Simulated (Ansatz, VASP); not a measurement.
**Ag: VASP beside Ansatz**

INCAR

```
PREC     = Accurate       # precision mode
ENCUT    = 520            # plane-wave cutoff, eV
EDIFF    = 1E-7           # SCF threshold, eV
ISMEAR   = -1             # smearing method
SIGMA    = 0.05           # smearing width, eV
LREAL    = F              # projectors in reciprocal space
LASPH    = T              # aspherical terms in the spheres
NELM     = 100            # most SCF steps
ALGO     = Normal         # electronic algorithm
ISIF     = 2              # what is computed and relaxed
LWAVE    = F              # write WAVECAR
LCHARG   = F              # write CHGCAR
GGA      = PE             # functional
NBANDS   = 12             # bands
```

The input KPOINTS:

```
Automatic mesh
0
Gamma
  11 11 11
```

File POSCAR:

```
Ag
1.0
   -1.6103805100      1.6535326600      1.6181576800
    1.6593070500     -1.6605473000      1.6740988600
    1.6393304800      1.6894972700     -1.6251723200
Ag
1
Direct
    0.0000000000      0.0000000000      0.0000000000
```

input.yaml

```yaml
crystal:
  lattice:
    - [-1.61038051, 1.65353266, 1.61815768]
    - [1.65930705, -1.6605473, 1.67409886]
    - [1.63933048, 1.68949727, -1.62517232]
  atoms:
    - { symbol: Ag, position: [0.0, 0.0, 0.0] }
kpoints:
  mp_grid: { grid: [11, 11, 11] }
scf:
  occupations: { method: fermi_dirac, width: 0.05 }
hamiltonian:
  xc: pbe
  pseudopotentials: { kind: all_electron, lapw: { basis_error: 0.001 } }
output:
  forces: true
  stress: true
  eigenvalues: true
  populations: true
```

Change from the starting cell: cell sheared at random, sigma 0.01, atoms nudged by 0.01 Å.

Alike in both runs: task single point; functional PBE; k mesh 11 × 11 × 11; occupations fermi-dirac, width 0.05 eV; no spin polarisation.

|  | VASP | Ansatz |
| --- | --- | --- |
| version | VASP 6.6.1 | Ansatz 0.2.0 |
| potentials or method | VASP PAW PBE potentials, release 64 (Ag), cutoff 520 eV | all-electron LAPW, scalar-relativistic |

Ansatz gave:

```
gap on the k mesh at the Fermi level (eV)                     : none
pressure (GPa)                                                : -0.7
traceless stress, the component that is largest in VASP (GPa) : -1.51
```

Question: Estimate VASP's values.

Answer: gap on the k mesh at the Fermi level (eV): none; pressure (GPa): -0.8; traceless stress, the component that is largest in VASP (GPa): -1.50.

A gap of «none» marks a metal or a gap that the smearing closes. Ansatz ran all-electron here, and VASP with PAW potentials.
